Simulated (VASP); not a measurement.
# Pt (P6_3/mmc) in VASP: a series of runs, part 3 of 3

VASP 6.6.1. Earlier steps stand in the parts before.

### Step 6. Single point, PBEsol (engineering shear strain xy +0.0000, normal strain along z +0.0733)

INCAR reads:

```
ALGO = Fast
EDIFF = 1E-7
ENCUT = 520
GGA = PS
ISIF = 2
ISMEAR = 0
LASPH = T
LCHARG = F
LREAL = F
LWAVE = F
NBANDS = 17
NELM = 100
PREC = Accurate
SIGMA = 0.15
```

KPOINTS reads:

```
k-points
0
Gamma
  18 18 10
```

POSCAR reads:

```
Pt
1.0
    2.7251897179      0.0000000000      0.0000000000
   -1.3625948590      2.3600835258      0.0000000000
    0.0000000000      0.0000000000      5.0519393331
Pt
2
Direct
    0.6666666667      0.3333333333      0.7500000000
    0.3333333333      0.6666666667      0.2500000000
```

Potentials or basis: VASP PAW PBE potentials, release 64 (Pt).

Launch:

```bash
> cat potpaw_PBE.64/Pt/POTCAR > POTCAR
> mpirun -np 1 vasp_std > vasp.out
```

It took 99 s on 1 thread of Intel Xeon Platinum 8259CL at 2.50GHz (Skylake/Cascade Lake), shared host; peak memory 0.22 GiB.

It converged, with:

```yaml
Free_energy: -13.6548 eV
Pressure: -14.0 GPa
Band_gap_on_the_k_mesh: zero (bands 10 and 11 overlap by 1.35 eV)
```

Stress tensor (GPa, compression positive):
```
-10.56   0.00   0.00
  0.00 -10.56   0.00
  0.00   0.00 -20.90
```

Levels at points of the mesh, in eV from the Fermi level:
| k point | band 6 | band 7 | band 8 | band 9 | band 10 | band 11 | band 12 | band 13 | band 14 | band 15 |
| --- | --- | --- | --- | --- | --- | --- | --- | --- | --- | --- |
| (0.00, 0.00, 0.00) | -3.06 | -3.06 | -1.27 | -1.27 | -1.02 | -0.12 | -0.12 | 3.70 | 14.51 | 15.52 |
| (0.50, 0.00, 0.00) | -2.53 | -2.19 | -0.13 | 0.59 | 0.71 | 2.31 | 3.82 | 7.06 | 8.29 | 9.16 |
| (0.00, 0.00, 0.50) | -3.27 | -3.27 | -3.27 | -0.60 | -0.60 | -0.60 | -0.60 | 10.30 | 10.30 | 15.89 |
| (0.50, 0.00, 0.50) | -1.48 | -0.79 | -0.79 | 0.66 | 0.66 | 1.71 | 1.71 | 6.57 | 6.57 | 13.16 |

Caveat: the cell differs from its parent crystal (engineering shear strain xy +0.0000, normal strain along z +0.0733); the stress differs along the axes, from -21 to -11 GPa; the PAW data sets were made with another functional, which shifts forces and pressure a little; spin-orbit coupling is left out, which moves the levels of the heavy elements.

### Step 7. Single point, PBEsol (engineering shear strain xy +0.0000, normal strain along z +0.1100)

INCAR reads:

```
SYSTEM = Pt
PREC = Accurate
ENCUT = 520
EDIFF = 1E-6
ISMEAR = 0
SIGMA = 0.15
LREAL = .False.
LASPH = .True.
NELM = 60
ALGO = Fast
ISIF = 2
LWAVE = .False.
LCHARG = .True.
GGA = PS
LELF = .True.
LVHAR = .True.
NBANDS = 17
```

KPOINTS reads:

```
regular mesh
0
Gamma
  18 18 10
  0 0 0
```

Changes to POSCAR since step 6:

```diff
@@ -4,3 +4,3 @@
    -1.3625948590      2.3600835258      0.0000000000
-    0.0000000000      0.0000000000      5.0519393331
+    0.0000000000      0.0000000000      5.2246833688
 Pt
```

Potentials or basis: VASP PAW PBE potentials, release 64 (Pt).

Launch:

```bash
> cat potpaw_PBE.64/Pt/POTCAR > POTCAR
> mpirun -np 1 vasp_std > vasp.out
```

OUTCAR:

```text
SYSTEM = Pt
   PREC = Accurate
   ENCUT = 520
   EDIFF = 1E-6
   ISMEAR = 0
   LREAL = .False.
   LASPH = .True.
   NELM = 60
   ISIF = 2
   GGA = PS

 ion  position               nearest neighbor table
   1  0.667  0.333  0.750-   2 3.05   2 3.05   2 3.05   2 3.05   2 3.05   2 3.05
   2  0.333  0.667  0.250-   1 3.05   1 3.05   1 3.05   1 3.05   1 3.05   1 3.05

  LATTYP: Found a hexagonal cell.
 ALAT       =     2.7251897179
 C/A-ratio  =     1.9171815212

  Lattice vectors:

 A1 = (   2.7251897179,   0.0000000000,   0.0000000000)
 A2 = (  -1.3625948590,   2.3600835258,   0.0000000000)
 A3 = (   0.0000000000,   0.0000000000,   5.2246833688)

Analysis of symmetry for initial positions (statically):
=====================================================================
 Subroutine PRICEL returns:
 Original cell was already a primitive cell.

 Routine SETGRP: Setting up the symmetry group for a
 hexagonal supercell.

 Subroutine GETGRP returns: Found 24 space group operations
 (whereof 12 operations were pure point group operations)
 out of a pool of 24 trial point group operations.

[... 159 lines left out ...]
  ext. energy  EPLUGINS =         0.00000000
  ---------------------------------------------------
  free energy    TOTEN  =       -13.49157213 eV

  energy without entropy =      -13.45662537  energy(sigma->0) =      -13.47409875

 E-fermi :   9.0596     XC(G=0): -12.9661

 val. band max:        9.0582727704   @ k =   0.3889   0.1667   0.4000
 cond. band min:       9.0613996283   @ k =   0.2778   0.1111   0.3000
 fundamental gap:      0.0031268580
 Fermi energy:         9.0596483843

 k-point     1 :       0.0000    0.0000    0.0000
  band No.  band energies     occupation
      1      -0.0450      2.00000
      2       2.1050      2.00000
      3       4.9486      2.00000
      4       5.8846      2.00000
      5       5.8846      2.00000
      6       6.0895      2.00000
[... 457 lines left out ...]
      4       5.7892      2.00000
      5       6.1933      2.00000
      6       6.6697      2.00000
[... 9 lines left out ...]
     16      21.5333      0.00000
     17      22.1167      0.00000

 [... further k-points ...]
[... 5 lines left out ...]
  --------------------------------------------------------------------------------------
  -------------------------------------------------------------------------------------
  Total       -2.8654388     -2.8654388     -5.4379090      0.0000000     -0.0000000     -0.0000000
  in kB     -136.6210534   -136.6210534   -259.2736790      0.0000000     -0.0000000     -0.0000000
  external PRESSURE =    -177.5052619 kB  Pullay stress =       0.0000000 kB

 VOLUME and BASIS-vectors are now :
 -----------------------------------------------------------------------------
  energy-cutoff  :      520.00
  volume of cell :       33.60
      direct lattice vectors                 reciprocal lattice vectors
     2.725189718  0.000000000  0.000000000     0.366946930  0.211856909  0.000000000
    -1.362594859  2.360083526  0.000000000     0.000000000  0.423713817  0.000000000
     0.000000000  0.000000000  5.224683369     0.000000000  0.000000000  0.191399158

 POSITION                                       TOTAL-FORCE (eV/Angst)
 -----------------------------------------------------------------------------------
      1.36259      0.78669      3.91851        -0.000000     -0.000000      0.000000
     -0.00000      1.57339      1.30617         0.000000      0.000000      0.000000
 -----------------------------------------------------------------------------------
    total drift:                               -0.000000      0.000000     -0.000000

  FREE ENERGIE OF THE ION-ELECTRON SYSTEM (eV)
  ---------------------------------------------------
  free  energy   TOTEN  =       -13.4915721279 eV

  energy  without entropy=      -13.4566253730  energy(sigma->0) =      -13.47409875
```

stdout:

```text
POSCAR found type information on POSCAR Pt
 POSCAR found :  1 types and       2 ions
 scaLAPACK will be used
 -----------------------------------------------------------------------------
|                                                                             |
|                                                                             |
|     You enforced a specific xc type in the INCAR file but a different       |
|     I HOPE YOU KNOW WHAT YOU ARE DOING!                                     |
|                                                                             |
 -----------------------------------------------------------------------------

 LDA part: xc-table for (Slater+PW92), standard interpolation
 POSCAR, INCAR and KPOINTS ok, starting setup
 FFT: planning ... GRIDC
 FFT: planning ... GRID_SOFT
 FFT: planning ... GRID
 WAVECAR not read
 entering main loop
```

Wall time 1.9 min (1 thread of Intel Xeon Platinum 8259CL at 2.50GHz (Skylake/Cascade Lake), shared host); peak memory 0.22 GiB.

Results:

| Quantity | Value |
| --- | --- |
| Free energy | -13.4916 eV |
| Pressure | -17.8 GPa |
| Band gap on the k mesh | zero (bands 10 and 11 overlap by 1.39 eV) |

Caveat: the cell differs from its parent crystal (engineering shear strain xy +0.0000, normal strain along z +0.1100); the stress differs along the axes, from -26 to -14 GPa; the PAW data sets were made with another functional, which shifts forces and pressure a little; spin-orbit coupling is left out, which moves the levels of the heavy elements.

### Step 8. Summary

```csv
cell,gap on the mesh (eV),pressure (GPa)
"a = 2.725, b = 2.725, c = 4.189 Å, angles 90.0, 90.0, 120.0°, 2 atoms",none,46.6
"a = 2.725, b = 2.725, c = 4.362 Å, angles 90.0, 90.0, 120.0°, 2 atoms",none,26.2
"a = 2.725, b = 2.725, c = 4.534 Å, angles 90.0, 90.0, 120.0°, 2 atoms",none,11.0
"a = 2.725, b = 2.725, c = 4.880 Å, angles 90.0, 90.0, 120.0°, 2 atoms",none,-8.4
"a = 2.725, b = 2.725, c = 5.052 Å, angles 90.0, 90.0, 120.0°, 2 atoms",none,-14.0
"a = 2.725, b = 2.725, c = 5.225 Å, angles 90.0, 90.0, 120.0°, 2 atoms",none,-17.8
```

Alike in all rows: task single point; level PBEsol; potentials or basis VASP PAW PBE potentials, release 64 (Pt); no spin polarisation; k mesh 18 × 18 × 10; cutoff (eV) 520; smearing gaussian 0.15 eV.

Caveats: the PAW data sets were made with another functional, which shifts forces and pressure a little; spin-orbit coupling is left out, which moves the levels of the heavy elements; the stress differs along the axes, from 39 to 61 GPa (at least some runs); the stress differs along the axes, from 21 to 36 GPa (at least some runs); the stress differs along the axes, from 9 to 15 GPa (at least some runs); the stress differs along the axes, from -13 to -6 GPa (at least some runs); the stress differs along the axes, from -21 to -11 GPa (at least some runs).

Absolute energies hang on the potentials; compare differences alone.
